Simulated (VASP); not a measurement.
# V (P6/mmm) in VASP: further runs, part 2 of 2

VASP 6.6.1. Earlier steps stand in the parts before.

## Step 4: Relaxation of cell and atoms, PBE, target pressure 69 GPa, at which the enthalpy is minimised

This run uses another cell than the first one: it holds 3 atoms, not 1.

INCAR reads:

```
SYSTEM = V
ALGO = Normal
EDIFF = 1E-7
EDIFFG = -0.005
ENCUT = 600
GGA = PE
IBRION = 2
ISIF = 3
ISMEAR = -1
LASPH = .TRUE.
LCHARG = .FALSE.
LREAL = .FALSE.
LWAVE = .FALSE.
NELM = 100
NSW = 60
PREC = Accurate
PSTRESS = 690.0
SIGMA = 0.1
```

KPOINTS reads:

```
k-points
0
G
  9 9 13
  0 0 0
```

POSCAR reads:

```
V
1.0
    3.8938583557      0.0000000000      0.0000000000
   -1.9469291778      3.3721802547      0.0000000000
    0.0000000000      0.0000000000      2.4141921805
V
3
Direct
    0.0000000000      0.0000000000      0.0000000000
    0.3333333333      0.6666666667      0.5000000000
    0.6666666667      0.3333333333      0.5000000000
```

Potentials or basis: VASP PAW PBE potentials, release 64 (V_sv).

Started as:

```sh
cat potpaw_PBE.64/V_sv/POTCAR > POTCAR
mpirun -np 1 vasp_std > vasp.out
```

OUTCAR:

```text
SYSTEM = V
   EDIFF = 1E-7
   EDIFFG = -0.005
   ENCUT = 600
   GGA = PE
   IBRION = 2
   ISIF = 3
   ISMEAR = -1
   LASPH = .TRUE.
   LREAL = .FALSE.
   NELM = 100
   NSW = 60
   PREC = Accurate
   PSTRESS = 690.0

 ion  position               nearest neighbor table
   1  0.000  0.000  0.000-   2 2.55   3 2.55   2 2.55   3 2.55   2 2.55   2 2.55   3 2.55   3 2.55
                             3 2.55   3 2.55   2 2.55   2 2.55
   2  0.333  0.667  0.500-   3 2.25   3 2.25   3 2.25   1 2.55   1 2.55   1 2.55   1 2.55   1 2.55
                             1 2.55
   3  0.667  0.333  0.500-   2 2.25   2 2.25   2 2.25   1 2.55   1 2.55   1 2.55   1 2.55   1 2.55
                             1 2.55

  LATTYP: Found a hexagonal cell.
 ALAT       =     3.8938583557
 C/A-ratio  =     0.6200000000
[... 379 lines left out ...]
--------------------------------------- Ionic step       11  -------------------------------------------

 number of electron      39.0000001 magnetization

 Free energy of the ion-electron system (eV)
  ---------------------------------------------------
  ext. energy  EPLUGINS =         0.00000000
  ---------------------------------------------------
  free energy    TOTEN  =       -25.06076929 eV

  energy without entropy =      -24.96754669  energy(sigma->0) =      -25.01415799

 E-fermi :  13.0877     XC(G=0): -14.1820

 val. band max:       13.0768655172   @ k =   0.1111   0.1111   0.3846
 cond. band min:      13.1114169220   @ k =   0.2222   0.1111   0.2308
 fundamental gap:      0.0345514047
 Fermi energy:        13.0877353975

 k-point     1 :       0.0000    0.0000    0.0000
  band No.  band energies     occupation
      1     -50.7705      2.00000
      2     -50.3662      2.00000
      3     -50.2991      2.00000
      4     -24.8724      2.00000
      5     -24.8724      2.00000
      6     -24.6223      2.00000
[... 613 lines left out ...]
     22      15.3755      0.00000
     23      15.3755      0.00000

 [... further k-points ...]
[... 5 lines left out ...]
  --------------------------------------------------------------------------------------
  -------------------------------------------------------------------------------------
  Total       13.8336897     13.8336897     13.8382019      0.0000000     -0.0000000     -0.0000000
  in kB      689.9041321    689.9041321    690.1291644      0.0000000     -0.0000000     -0.0000000
  external PRESSURE =      -0.0208571 kB  Pullay stress =     690.0000000 kB
[... 22 lines left out ...]
  energy  without entropy=      -24.9675466903  energy(sigma->0) =      -25.01415799

  enthalpy is  TOTEN    =       -11.2251573176 eV   P V=       13.8356119769

 reached required accuracy - stopping structural energy minimisation
```

OSZICAR:

```text
N       E                     dE             d eps       ncg     rms          rms(c)
DAV:   1     0.578262126650E+03    0.57826E+03   -0.24436E+04  3864   0.225E+03
DAV:   2    -0.710104773530E+00   -0.57897E+03   -0.57521E+03  3899   0.695E+02
DAV:   3    -0.266408039602E+02   -0.25931E+02   -0.25507E+02  5166   0.160E+02
[... 127 lines left out ...]
DAV:   5    -0.250607699590E+02    0.90371E-06   -0.12152E-05  5373   0.412E-02    0.557E-03
DAV:   6    -0.250607696155E+02    0.34352E-06   -0.13657E-06  4580   0.152E-02    0.138E-03
DAV:   7    -0.250607694252E+02    0.19034E-06   -0.40007E-08  2170   0.309E-03    0.514E-04
DAV:   8    -0.250607693107E+02    0.11448E-06   -0.12305E-08  1995   0.157E-03    0.101E-04
DAV:   9    -0.250607692945E+02    0.16174E-07   -0.33370E-09  1960   0.797E-04
  11 F= -.11225157E+02 E0= -.11178546E+02  d E =-.659122E-05
```

It took 14 min on 1 thread of Intel Xeon 8259CL, shared host; peak memory 0.2 GiB.

What came out:

| Quantity | Value |
| --- | --- |
| Free energy | -25.0608 eV |
| Relaxed volume | 10.71 Å³/atom |
| Relaxed cell | a = 4.094 Å, b = 4.094 Å, c = 2.213 Å, α = 90.00°, β = 90.00°, γ = 120.00° |
| Space group after relaxing (to 0.1 Å) | P6/mmm (No. 191) |
| Energy change on relaxing (the run minimises the enthalpy) | -225.4 meV/atom |
| Ionic steps | 11 |
| Pressure after relaxing | 69.0 GPa |
| Band gap on the k mesh | zero (an odd number of electrons rules out a gap without spin polarisation) |

Step by step:
```tsv
step	energy change (eV)	largest force (eV/Å)	pressure (GPa)	volume (Å³)
1	0.0000	0.0000	76.31	31.70
2	-1.2705	0.0000	50.54	33.73
3	-1.1399	0.0000	54.27	33.37
4	0.7463	0.0000	106.70	29.87
5	-0.7806	0.0000	65.92	32.38
6	-0.7641	0.0000	66.42	32.34
7	-0.5911	0.0000	71.39	31.94
8	-0.6726	0.0000	69.11	32.12
9	-0.6706	0.0000	69.17	32.11
10	-0.6873	0.0000	68.67	32.15
11	-0.6761	0.0000	69.00	32.13
```

Final structure:
```
V
1.0
     4.09399    0.00000    0.00000
    -2.04699    3.54550    0.00000
     0.00000    0.00000    2.21328
V
3
Direct
  0.00000 0.00000 0.00000
  0.33333 0.66667 0.50000
  0.66667 0.33333 0.50000
```

Levels at points of the mesh, in eV from the Fermi level:
```
           k point  band 16  band 17  band 18  band 19  band 20  band 21  band 22  band 23
(0.00, 0.00, 0.00)    -1.57    -1.57    -1.57    -1.45    -1.08     0.58     0.58     2.97
```

Caveat: the cell is relaxed towards a set pressure, so the run minimises the enthalpy, not the energy.

## Step 5: Relaxation of cell and atoms, PBE, target pressure 69 GPa, at which the enthalpy is minimised

This run uses another cell than the first one: it holds 3 atoms, not 1.

INCAR reads:

```
SYSTEM = V
ALGO = Normal ; EDIFF = 1E-7
EDIFFG = -0.005 ; ENCUT = 600
GGA = PE ; IBRION = 2
ISIF = 3 ; ISMEAR = -1
LASPH = .True. ; LCHARG = .False.
LREAL = .False. ; LWAVE = .False.
NELM = 60 ; NSW = 32
PREC = Accurate ; PSTRESS = 690.0
SIGMA = 0.1
```

KPOINTS reads:

```
k-points
0
Gamma
  9 9 13
  0 0 0
```

POSCAR reads:

```
V
1.0
    4.0950539120      0.0000000000      0.0000000000
   -2.0475269560      3.5464207177      0.0000000000
    0.0000000000      0.0000000000      2.2059408759
V
3
Direct
    0.0000000000      0.0000000000      0.0000000000
    0.3333333333      0.6666666667      0.5000000000
    0.6666666667      0.3333333333      0.5000000000
```

Started as:

```sh
cat potpaw_PBE.64/V_sv/POTCAR > POTCAR
mpirun -np 1 vasp_std > vasp.out
```

Wall time 7 min (1 thread of Intel Xeon 8259CL, shared host); peak memory 0.2 GiB.

Results (log left out):

* Free energy: -25.0593 eV
* Relaxed volume: 10.71 Å³/atom
* Relaxed cell: a = 4.094 Å, b = 4.094 Å, c = 2.214 Å, α = 90.00°, β = 90.00°, γ = 120.00°
* Space group after relaxing (to 0.1 Å): P6/mmm (No. 191)
* Energy change on relaxing (the run minimises the enthalpy): -12.9 meV/atom
* Ionic steps: 5
* Pressure after relaxing: 69.0 GPa
* Band gap on the k mesh: zero (an odd number of electrons rules out a gap without spin polarisation)

Step by step:
```
step  energy change (eV)  largest force (eV/Å)  pressure (GPa)  volume (Å³)
   1              0.0000                0.0000           70.17        32.04
   2             -0.1534                0.0000           65.55        32.40
   3             -0.0481                0.0000           68.73        32.15
   4             -0.0358                0.0000           69.07        32.12
   5             -0.0386                0.0000           68.99        32.12
```

Final structure:
```
V
1.0
     4.09352    0.00000    0.00000
    -2.04676    3.54509    0.00000
     0.00000    0.00000    2.21366
V
3
Direct
  0.00000 0.00000 0.00000
  0.33333 0.66667 0.50000
  0.66667 0.33333 0.50000
```

Levels at points of the mesh, in eV from the Fermi level:
```tsv
k point	band 16	band 17	band 18	band 19	band 20	band 21	band 22	band 23
(0.00, 0.00, 0.00)	-1.57	-1.57	-1.57	-1.45	-1.07	0.58	0.58	2.97
```

Caveat: the cell is relaxed towards a set pressure, so the run minimises the enthalpy, not the energy.

## Step 6: The runs side by side

| cell | k mesh | gap on the mesh (eV) | pressure (GPa) |
| --- | --- | --- | --- |
| relaxed to 69 GPa from a = 2.369, b = 2.369, c = 2.227 Å, angles 90.0, 90.0, 120.0°, 1 atom, atomic positions A | 18 × 18 × 17 | none | 69.0 |
| relaxed to 69 GPa from a = 2.382, b = 2.382, c = 2.215 Å, angles 90.0, 90.0, 120.0°, 1 atom, atomic positions A | 18 × 18 × 17 | none | 69.0 |
| relaxed to 69 GPa from a = 3.894, b = 3.894, c = 2.414 Å, angles 90.0, 90.0, 120.0°, 3 atoms, atomic positions B | 9 × 9 × 13 | none | 69.0 |
| relaxed to 69 GPa from a = 4.095, b = 4.095, c = 2.206 Å, angles 90.0, 90.0, 120.0°, 3 atoms, atomic positions B | 9 × 9 × 13 | none | 69.0 |

Alike in all rows: task relaxation of cell and atoms; level PBE; potentials or basis VASP PAW PBE potentials, release 64 (V_sv); no spin polarisation; cutoff (eV) 600; smearing fermi-dirac 0.1 eV.

Caveats: the cell is relaxed towards a set pressure, so the run minimises the enthalpy, not the energy.

Total energies depend on the potentials used, so only differences within one code and one set of settings carry meaning.
